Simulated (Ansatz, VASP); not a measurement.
## B5P6: VASP beside Ansatz

```
P B
1.0
     3.21614    0.00000    0.00000
     0.00000    3.21614    0.00000
     0.00000    0.00000   26.37076
P B
6 5
Cartesian
  0.0000 1.6081 7.5000
  1.6081 0.0000 9.7742
  0.0000 1.6081 12.0483
  1.6081 0.0000 14.3225
  0.0000 1.6081 16.5966
  1.6081 0.0000 18.8708
  1.6081 1.6081 8.6371
  0.0000 0.0000 10.9112
  1.6081 1.6081 13.1854
  0.0000 0.0000 15.4595
  1.6081 1.6081 17.7337
```

Alike in both runs: task single point; functional PBE; k mesh 8 × 8 × 1; occupations gaussian, width 0.05 eV; no spin polarisation.

|  | VASP | Ansatz |
| --- | --- | --- |
| version | VASP 6.6.1 | Ansatz 0.2.0 |
| potentials or method | VASP PAW PBE potentials, release 64 (P, B), cutoff 520 eV | scalar-relativistic, plane waves, PAW |
| valence electrons in the cell | 45 | 45 |

```tsv
	VASP	Ansatz	Ansatz less VASP
gap on the k mesh at the Fermi level (eV)	none	none	-
rms of the force components (eV/Å)	0.046	0.043	-0.0029
```

A gap of «none» marks a metal or a gap that the smearing closes. The functional is the same, so the differences come from potentials, cutoffs and numerics. Ansatz's warnings: xc potential rough in thin density.
